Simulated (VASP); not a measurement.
The system is GaSb3.

```xyz
4
Lattice="0.0000 3.7306 3.7306 3.7306 0.0000 3.7306 3.7306 3.7306 0.0000" Properties=species:S:1:pos:R:3 pbc="T T T"
Sb    3.7306    3.7306    3.7306
Sb    5.5959    5.5959    5.5959
Sb    1.8653    1.8653    1.8653
Ga    0.0000    0.0000    0.0000
```

* Program: VASP 6.6.1
* Task: relaxation of cell and atoms
* Functional: BLYP
* Potentials or basis: VASP PAW PBE potentials, release 64 (Sb, Ga_d)
* Cutoff: 600 eV
* k mesh: 6 × 6 × 6
* Occupations: fermi-dirac, width 0.05 eV
* Spin: no spin polarisation

At the start: pressure 5.0 GPa; volume 25.96 Å³/atom.

**Question.** Where does the relaxation end?

**Answer.** Over 3 steps the energy falls by 40.5 meV/atom and the volume is 28.79 Å³/atom (+10.9 %); space group Fm-3m (No. 225, to 0.1 Å) before and after.

Step by step:
| step | energy change (eV) | largest force (eV/Å) | pressure (GPa) | volume (Å³) |
| --- | --- | --- | --- | --- |
| 1 | 0.0000 | 0.0000 | 5.03 | 103.84 |
| 2 | -0.1604 | 0.0000 | -0.45 | 116.57 |
| 3 | -0.1620 | 0.0000 | 0.02 | 115.15 |

Final structure:
```yaml
crystal:
  lattice:
    - [0.00000, 3.86137, 3.86137]
    - [3.86137, 0.00000, 3.86137]
    - [3.86137, 3.86137, 0.00000]
  atoms:
    - { symbol: Sb, position: [0.50000, 0.50000, 0.50000] }
    - { symbol: Sb, position: [0.75000, 0.75000, 0.75000] }
    - { symbol: Sb, position: [0.25000, 0.25000, 0.25000] }
    - { symbol: Ga, position: [0.00000, 0.00000, 0.00000] }
```

Caveat: the highest band is partly filled, so the run has too few bands; the PAW data sets were made with another functional, which shifts forces and pressure a little.
